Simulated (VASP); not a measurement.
# SiNi (NiAs type) (P6_3/mmc) in VASP: relaxation of cell and atoms with PBE

Aim: the relaxation of cell and atoms of SiNi (NiAs type) with PBE.

Everything below comes from runs of VASP 6.6.1. Logs are shortened: lines on timing, memory, paths and dates and some standing lists are left out, and cuts for length are marked.

### Step 1. The cell of the first run

Symmetry: P6_3/mmc, No. 194, hexagonal system. The conventional cell has a = 3.411 Å, b = 3.411 Å, c = 5.287 Å, α = 90.00°, β = 90.00°, γ = 120.00°. Ni (site symmetry -3m) has 6 Si at 2.37 Å and 2 Ni at 2.64 Å within 3.1 Å. Si (site symmetry -6m2) has 6 Ni at 2.37 Å within 3.1 Å.

### Step 2. Relaxation of cell and atoms, PBE, target pressure 0.087 GPa, at which the enthalpy is minimised

INCAR

```
PREC = Accurate
ENCUT = 600
EDIFF = 1E-6
ISMEAR = -1
SIGMA = 0.1
LREAL = False
LASPH = True
NELM = 80
ALGO = Normal
ISIF = 3
LWAVE = False
LCHARG = False
GGA = PE
IBRION = 2
NSW = 60
EDIFFG = -0.005
PSTRESS = 0.8699999999999999
```

KPOINTS

```
regular mesh
0
Gamma
  11 11 6
```

POSCAR

```
SiNi
1.0
    3.4109224742      0.0000000000      0.0000000000
   -1.7054612371      2.9539455130      0.0000000000
    0.0000000000      0.0000000000      5.2869298350
Ni Si
2 2
Direct
    0.0000000000      0.0000000000      0.0000000000
    0.0000000000      0.0000000000      0.5000000000
    0.3333333333      0.6666666667      0.2500000000
    0.6666666667      0.3333333333      0.7500000000
```

Potentials or basis: VASP PAW PBE potentials, release 64 (Ni, Si).

Started as:

```console
$ cat potpaw_PBE.64/Ni/POTCAR potpaw_PBE.64/Si/POTCAR > POTCAR
$ mpirun -np 1 vasp_std > vasp.out
```

OUTCAR:

```text
PREC = Accurate
   ENCUT = 600
   EDIFF = 1E-6
   ISMEAR = -1
   LREAL = False
   LASPH = True
   NELM = 80
   ISIF = 3
   GGA = PE
   IBRION = 2
   NSW = 60
   EDIFFG = -0.005
   PSTRESS = 0.8699999999999999

 ion  position               nearest neighbor table
   1  0.000  0.000  0.000-   3 2.37   4 2.37   4 2.37   3 2.37   4 2.37   3 2.37   2 2.64   2 2.64

   2  0.000  0.000  0.500-   3 2.37   4 2.37   4 2.37   3 2.37   4 2.37   3 2.37   1 2.64   1 2.64

   3  0.333  0.667  0.250-   1 2.37   2 2.37   1 2.37   2 2.37   1 2.37   2 2.37
   4  0.667  0.333  0.750-   1 2.37   2 2.37   1 2.37   2 2.37   1 2.37   2 2.37

  LATTYP: Found a hexagonal cell.
 ALAT       =     3.4109224742
 C/A-ratio  =     1.5500000000

  Lattice vectors:

 A1 = (   3.4109224742,   0.0000000000,   0.0000000000)
 A2 = (  -1.7054612371,   2.9539455130,   0.0000000000)
 A3 = (   0.0000000000,   0.0000000000,   5.2869298350)

Analysis of symmetry for initial positions (statically):
=====================================================================
 Subroutine PRICEL returns:
 Original cell was already a primitive cell.

 Routine SETGRP: Setting up the symmetry group for a
 hexagonal supercell.

 Subroutine GETGRP returns: Found 24 space group operations
 (whereof 12 operations were pure point group operations)
 out of a pool of 24 trial point group operations.

The static configuration has the point symmetry D_3d.
 The point group associated with its full space group is D_6h.

Analysis of symmetry for dynamics (positions and initial velocities):
=====================================================================
 Subroutine PRICEL returns:
 Original cell was already a primitive cell.

 Routine SETGRP: Setting up the symmetry group for a
 hexagonal supercell.

 Subroutine GETGRP returns: Found 24 space group operations
 (whereof 12 operations were pure point group operations)
 out of a pool of 24 trial point group operations.

The dynamic configuration has the point symmetry D_3d.
 The point group associated with its full space group is D_6h.

 Subroutine INISYM returns: Found 24 space group operations
 (whereof 12 operations are pure point group operations),
 and found     1 'primitive' translations

----------------------------------------------------------------------------------------

                                     Primitive cell

  volume of cell :      53.2694

  direct lattice vectors                    reciprocal lattice vectors
     3.410922474  0.000000000  0.000000000     0.293175822  0.169265140  0.000000000
    -1.705461237  2.953945513  0.000000000     0.000000000  0.338530279  0.000000000
     0.000000000  0.000000000  5.286929835     0.000000000  0.000000000  0.189145692

  length of vectors
     3.410922474  3.410922474  5.286929835     0.338530279  0.338530279  0.189145692

  position of ions in fractional coordinates (direct lattice)
     0.000000000  0.000000000  0.000000000
     0.000000000  0.000000000  0.500000000
     0.333333333  0.666666667  0.250000000
     0.666666667  0.333333333  0.750000000

  ion indices of the primitive-cell ions
   primitive index   ion index
                 1           1
                 2           2
                 3           3
                 4           4

----------------------------------------------------------------------------------------

 KPOINTS: regular mesh

Automatic generation of k-mesh.
 Grid dimensions read from file:
 generate k-points for:   11   11    6

 Generating k-lattice:

  Cartesian coordinates                     Fractional coordinates (reciprocal lattice)
     0.026652347  0.015387740  0.000000000     0.090909091 -0.000000000  0.000000000
     0.000000000  0.030775480  0.000000000     0.000000000  0.090909091  0.000000000
     0.000000000  0.000000000  0.031524282     0.000000000  0.000000000  0.166666667

  Length of vectors
     0.030775480  0.030775480  0.031524282

  Shift w.r.t. Gamma in fractional coordinates (k-lattice)
     0.000000000  0.000000000  0.000000000

 Subroutine IBZKPT returns following result:
 ===========================================

 Found     64 irreducible k-points:

 Following reciprocal coordinates:
            Coordinates               Weight
  0.000000  0.000000  0.000000      1.000000
  0.090909 -0.000000  0.000000      6.000000
  0.181818  0.000000  0.000000      6.000000
  0.272727 -0.000000  0.000000      6.000000
  0.363636  0.000000  0.000000      6.000000
  0.454545  0.000000  0.000000      6.000000
[... 16 lines left out ...]
  0.090909  0.090909  0.166667     12.000000
  0.181818  0.090909  0.166667     24.000000
 [... further k-points ...]
   k-points           NKPTS =     64   k-points in BZ     NKDIM =     64   number of bands    NBANDS=     18
   number of dos      NEDOS =    301   number of ions     NIONS =      4
   total plane-waves  NPLWV =  32928
   dimension x,y,z NGX =    28 NGY =   28 NGZ =   42
   dimension x,y,z NGXF=    56 NGYF=   56 NGZF=   84
   ions per type =               2   2
   NGX,Y,Z   is equivalent  to a cutoff of  13.65, 13.65, 13.21 a.u.
   NGXF,Y,Z  is equivalent  to a cutoff of  27.29, 27.29, 26.41 a.u.
 SYSTEM =  unknown system
   PREC   = accura    normal or accurate (medium, high low for compatibility)
   ISTART =      0    job   : 0-new  1-cont  2-samecut
   ICHARG =      2    charge: 1-file 2-atom 10-const
   ISPIN  =      1    spin polarized calculation?
   LNONCOLLINEAR =      F non collinear calculations
   LSORBIT =      F    spin-orbit coupling
   LASPH  =      T    aspherical Exc in radial PAW
   ENCUT  =  600.0 eV  44.10 Ry    6.64 a.u.   6.81  6.81 10.56*2*pi/ulx,y,z
   NELM   =     80;   NELMIN=  2; NELMDL= -5     # of ELM steps
   EDIFF  = 0.1E-05   stopping-criterion for ELM
   LREAL  =      F    real-space projection
   EDIFFG = -.5E-02   stopping-criterion for IOM
   NSW    =     60    number of steps for IOM
   IBRION =      2    ionic relax: 0-MD 1-quasi-New 2-CG
   NFREE  =      1    steps in history (QN), initial steepest desc. (CG)
   ISIF   =      3    stress and relaxation
   ISYM   =      2    0-nonsym 1-usesym 2-fastsym
   POTIM  = 0.5000    time-step for ionic-motion
   TEBEG  =    0.0;   TEEND  =   0.0 temperature during run
   PSTRESS=    0.9 pullay stress
   NELECT =      28.0000    total number of electrons
   NUPDOWN=      -1.0000    fix difference up-down
   EMIN   =  10.00;   EMAX   =-10.00  energy-range for DOS
   EFERMI =   0.00;   METHOD = LEGACY
   ISMEAR =    -1;   SIGMA  =   0.10  broadening in eV -4-tet -1-fermi 0-gaus
   EFERMI_NEDOS =   21; number of points for ismear=-14 and -15
   IALGO  =     38    algorithm
   IMIX   =      4    mixing-type and parameters
     AMIX     =   0.40;   BMIX     =  1.00
     AMIX_MAG =   1.60;   BMIX_MAG =  1.00
  volume/ion in A,a.u.               =      13.32        89.87
  Fermi-wavevector in a.u.,A,eV,Ry     =   1.321199  2.496704 23.749876  1.745567
  Thomas-Fermi vector in A             =   2.450970
   LORBIT       =      0    0 simple, 1 ext, 2 COOP (PROOUT), +10 PAW based schemes
   GGA     = PE    functional components
   LHFCALC =     F    Hartree Fock is set to
   AEXX    =    0.0000 exact exchange contribution
   IVDW    =     0    specifies the selected vdW correction
   LEPSILON=     F    determine dielectric tensor
   LRPA    =     F    only Hartree local field effects (RPA)
 conjugate gradient relaxation of ions
 non-spin polarized calculation
  energy-cutoff  :      600.00
  volume of cell :       53.27
 maximum number of plane-waves:      1796
 NGX is ok and might be reduce to    28
   NGX = 13   NGY = 13   NGZ = 21

--------------------------------------- Ionic step        1  -------------------------------------------

 number of electron      28.0000000 magnetization

 Free energy of the ion-electron system (eV)
  ---------------------------------------------------
  ext. energy  EPLUGINS =         0.00000000
  ---------------------------------------------------
  free energy    TOTEN  =       -23.24807132 eV

  energy without entropy =      -23.18968113  energy(sigma->0) =      -23.21887622

------------------------ aborting loop because EDIFF is reached ----------------------------------------

  FORCE on cell =-STRESS in cart. coord.  units (eV):
  Direction    XX          YY          ZZ          XY          YZ          ZX
  --------------------------------------------------------------------------------------
  -------------------------------------------------------------------------------------
  Total       -0.7188274     -0.7188274     -3.8049721      0.0000000      0.0000000     -0.0000000
  in kB      -21.6200817    -21.6200817   -114.4416699      0.0000000      0.0000000     -0.0000000
  external PRESSURE =     -53.4306111 kB  Pullay stress =       0.8700000 kB
[... 103 lines left out ...]
  energy  without entropy=      -23.2721226658  energy(sigma->0) =      -23.30178899

  enthalpy is  TOTEN    =       -23.3041203604 eV   P V=        0.0273349469

[... ionic steps 4 to 10 ...]

--------------------------------------- Ionic step       11  -------------------------------------------

 number of electron      28.0000002 magnetization

------------------------ aborting loop because EDIFF is reached ----------------------------------------
[... 75 lines left out ...]
--------------------------------------- Ionic step       13  -------------------------------------------

 number of electron      28.0000001 magnetization

 Free energy of the ion-electron system (eV)
  ---------------------------------------------------
  ext. energy  EPLUGINS =         0.00000000
  ---------------------------------------------------
  free energy    TOTEN  =       -23.43645955 eV

  energy without entropy =      -23.37435613  energy(sigma->0) =      -23.40540784

 E-fermi :   9.3228     XC(G=0): -11.8752

 val. band max:        9.2743908917   @ k =   0.2727  -0.0000   0.0000
 cond. band min:       9.3352728213   @ k =   0.1818   0.0000   0.0000
 fundamental gap:      0.0608819296
 Fermi energy:         9.3227987829

 k-point     1 :       0.0000    0.0000    0.0000
  band No.  band energies     occupation
      1      -2.7972      2.00000
      2       2.7176      2.00000
      3       3.2901      2.00000
      4       5.2946      2.00000
      5       5.2946      2.00000
      6       5.5621      2.00000
[... 481 lines left out ...]
      5       5.4327      2.00000
      6       5.6704      2.00000
[... 10 lines left out ...]
     17      13.3294      0.00000
     18      14.5907      0.00000

 [... further k-points ...]

------------------------ aborting loop because EDIFF is reached ----------------------------------------

  FORCE on cell =-STRESS in cart. coord.  units (eV):
  Direction    XX          YY          ZZ          XY          YZ          ZX
  --------------------------------------------------------------------------------------
  -------------------------------------------------------------------------------------
  Total        0.0399194      0.0399194      0.0355383      0.0000000      0.0000000     -0.0000000
  in kB        1.2434683      1.2434683      1.1069972      0.0000000      0.0000000     -0.0000000
  external PRESSURE =       0.3279779 kB  Pullay stress =       0.8700000 kB
[... 23 lines left out ...]
  energy  without entropy=      -23.3743561323  energy(sigma->0) =      -23.40540784

  enthalpy is  TOTEN    =       -23.4085296753 eV   P V=        0.0279298698

 reached required accuracy - stopping structural energy minimisation
```

It took 3.6 min on 1 thread of Intel Xeon 6975P-C (Granite Rapids), shared host; peak memory 0.23 GiB.

Results:

```
Free energy                                                : -23.4365 eV
Relaxed volume                                             : 12.86 Å³/atom
Relaxed cell                                               : a = 3.508 Å, b = 3.508 Å, c = 4.827 Å, α = 90.00°, β = 90.00°, γ = 120.00°
Space group after relaxing (to 0.1 Å)                      : P6_3/mmc (No. 194)
Energy change on relaxing (the run minimises the enthalpy) : -47.1 meV/atom
Ionic steps                                                : 13
Pressure after relaxing                                    : 0.1 GPa
Band gap on the k mesh                                     : zero (bands 14 and 15 overlap by 4.92 eV)
```

The path:
```tsv
step	energy change (eV)	largest force (eV/Å)	pressure (GPa)	volume (Å³)
1	0.0000	0.0000	-5.26	53.27
2	-0.0805	0.0000	4.93	49.89
3	-0.0834	0.0000	3.62	50.34
4	-0.1623	0.0000	3.16	50.48
5	-0.1783	0.0000	3.25	50.53
6	-0.1795	0.0000	3.18	50.52
7	-0.1780	0.0000	-3.11	52.49
8	-0.1883	0.0000	0.09	51.42
9	-0.1883	0.0000	0.10	51.40
10	-0.1883	0.0000	0.16	51.39
11	-0.1883	0.0000	0.13	51.39
12	-0.1884	0.0000	0.15	51.39
13	-0.1884	0.0000	0.12	51.44
```

Final structure:
```cif
data_structure
_symmetry_space_group_name_H-M 'P 1'
_symmetry_Int_Tables_number 1
_cell_length_a 3.5076
_cell_length_b 3.5076
_cell_length_c 4.8273
_cell_angle_alpha 90.000
_cell_angle_beta 90.000
_cell_angle_gamma 120.000
_cell_volume 51.44
loop_
_atom_site_label
_atom_site_type_symbol
_atom_site_fract_x
_atom_site_fract_y
_atom_site_fract_z
_atom_site_occupancy
Ni1 Ni 0.00000 0.00000 0.00000 1
Ni2 Ni 0.00000 0.00000 0.50000 1
Si1 Si 0.33333 0.66667 0.25000 1
Si2 Si 0.66667 0.33333 0.75000 1
```

Caveat: the cell is relaxed towards a set pressure, so the run minimises the enthalpy, not the energy.
